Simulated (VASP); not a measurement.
A run of VASP 6.6.1:

INCAR

```
SYSTEM = YHg
PREC = Accurate ; ENCUT = 520
EDIFF = 1E-7 ; ISMEAR = -1
SIGMA = 0.1 ; LREAL = .FALSE.
LASPH = .TRUE. ; NELM = 60
ALGO = Normal ; ISIF = 2
LWAVE = .FALSE. ; LCHARG = .FALSE.
GGA = PS ; NBANDS = 18
```

File KPOINTS:

```
Automatic mesh
0
G
  14 14 14
  0 0 0
```

Contents of POSCAR:

```
YHg
1.0
    3.6067005225      0.0000000000      0.0000000000
    0.0000000000      3.6067005225      0.0000000000
    0.0000000000      0.0000000000      3.6067005225
Y Hg
1 1
Direct
    0.5000000000      0.5000000000      0.5000000000
    0.0000000000      0.0000000000      0.0000000000
```

Potentials or basis: VASP PAW PBE potentials, release 64 (Y_sv, Hg).

The run is started by

```console
$ cat potpaw_PBE.64/Y_sv/POTCAR potpaw_PBE.64/Hg/POTCAR > POTCAR
$ mpirun -np 1 vasp_std > vasp.out
```

Hardware: 1 thread of Intel(R) Xeon(R) Platinum 8259CL CPU @ 2.50GHz (Skylake/Cascade Lake), with other jobs on the host.

Problem. How long does it take, and how much memory?

Solution. Wall time 64 s on 1 thread of Intel(R) Xeon(R) Platinum 8259CL CPU @ 2.50GHz (Skylake/Cascade Lake), on a shared host, peak memory 0.26 GiB. Counts: scf iterations 14, k points 120.
